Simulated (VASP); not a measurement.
Input of a VASP 6.6.1 run:

The input POSCAR:

```
PbS
1.0
    2.2105500000      1.2762616375      3.8649666667
   -2.2105500000      1.2762616375      3.8649666667
    0.0000000000     -2.5525232751      3.8649666667
Pb S
1 1
Direct
    0.9781509158      0.9781509158      0.9781509158
    0.4774504142      0.4774504142      0.4774504142
```

INCAR.step1

```
SYSTEM = PbS
ALGO = Normal
EDIFF = 1E-4
ENCUT = 520
GGA = PE
ISMEAR = 0
LASPH = .True.
LCHARG = .False.
LREAL = .False.
LWAVE = .True.
NBANDS = 17
NELM = 80
PREC = Accurate
SIGMA = 0.05
```

INCAR.step2

```
SYSTEM = PbS
ALGO = Normal
EDIFF = 1E-7
ENCUT = 520
ISIF = 2
ISMEAR = 0
ISTART = 1
LASPH = .True.
LCHARG = .False.
LMIXTAU = .True.
LREAL = .False.
LWAVE = .False.
METAGGA = R2SCAN
NBANDS = 17
NELM = 80
PREC = Accurate
SIGMA = 0.05
```

Contents of KPOINTS:

```
k-points
0
Gamma
  9 9 9
  0 0 0
```

Potentials or basis: VASP PAW PBE potentials, release 64 (Pb_d, S).

Run with:

```console
$ cat potpaw_PBE.64/Pb_d/POTCAR potpaw_PBE.64/S/POTCAR > POTCAR
$ cp INCAR.step1 INCAR
$ mpirun -np 1 vasp_std > vasp.out
$ cp INCAR.step2 INCAR
$ mpirun -np 1 vasp_std > vasp.out
```

Problem. What does it give for the largest force?

Solution. 0.017 eV/Å.

Problem. Estimate the pressure.

Solution. -7.7 GPa.

Stress tensor (GPa, compression positive):
```
-6.64  0.00  0.00
 0.00 -6.64  0.00
 0.00  0.00 -9.73
```

Caveat: the PAW data sets were made with another functional, which shifts forces and pressure a little.
